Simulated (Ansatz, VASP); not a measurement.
One calculation of Cr, two programs

```xyz
4
Lattice="2.6776 0.0000 0.0000 -1.3388 2.3189 0.0000 0.0000 0.0000 7.4669" Properties=species:S:1:pos:R:3 pbc="T T T"
Cr    0.0000    0.0000    0.0000
Cr    0.0000    1.5459    1.8667
Cr    0.0000    0.0000    3.7335
Cr    1.3388    0.7730    5.6002
```

Alike in both runs: functional PBE; dispersion D3(BJ); k mesh 18 × 18 × 6; occupations gaussian, width 0.1 eV; no spin polarisation.

Ansatz relaxed the structure, and its values are those at the end. VASP's run is a single point on that final structure, the one shown.

|  | VASP | Ansatz |
| --- | --- | --- |
| version | VASP 6.6.1 | Ansatz 0.2.0 |
| potentials or method | VASP PAW PBE potentials, release 64 (Cr_pv), cutoff 520 eV | scalar-relativistic, plane waves, PAW |
| valence electrons in the cell | 48 | 56 |

```tsv
	VASP	Ansatz	Ansatz less VASP
gap on the k mesh at the Fermi level (eV)	none	none	-
pressure (GPa)	-0.5	0.0	+0.46
```

A gap of «none» marks a metal or a gap that the smearing closes. VASP's potentials hold 48 valence electrons a cell and Ansatz's 56, so a difference there can come from the potentials and not from the codes.
